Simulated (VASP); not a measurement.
A run of VASP 6.6.1 is set up as follows.

The input INCAR:

```
PREC = Accurate ; ENCUT = 520
EDIFF = 1E-6 ; ISMEAR = -1
SIGMA = 0.1 ; LREAL = F
LASPH = T ; NELM = 100
ALGO = Normal ; ISIF = 2
LWAVE = F ; LCHARG = F
NBANDS = 19
```

The input KPOINTS:

```
regular mesh
0
Gamma
  23 23 11
```

Contents of POSCAR:

```
Zn
1.0
    2.5709734941      0.0000000000      0.0000000000
   -1.2854867470      2.2265283583      0.0000000000
    0.0000000000      0.0000000000      4.7361908757
Zn
2
Direct
    0.3333333333      0.6666666667      0.2500000000
    0.6666666667      0.3333333333      0.7500000000
```

Potentials or basis: VASP PAW LDA potentials, release 64 (Zn).

Launch:

```sh
$ cat potpaw_LDA.64/Zn/POTCAR > POTCAR
$ mpirun -np 1 vasp_std > vasp.out
```

Problem. What does it give for the band gap on the k mesh?

Solution. Zero (band 12 reaches 5.49 eV, above the bottom of band 13 at 0.86 eV).

Problem. What does it give for the pressure?

Solution. 0.8 GPa.

Stress tensor (GPa, compression positive):
```
0.91 0.00 0.00
0.00 0.91 0.00
0.00 0.00 0.48
```
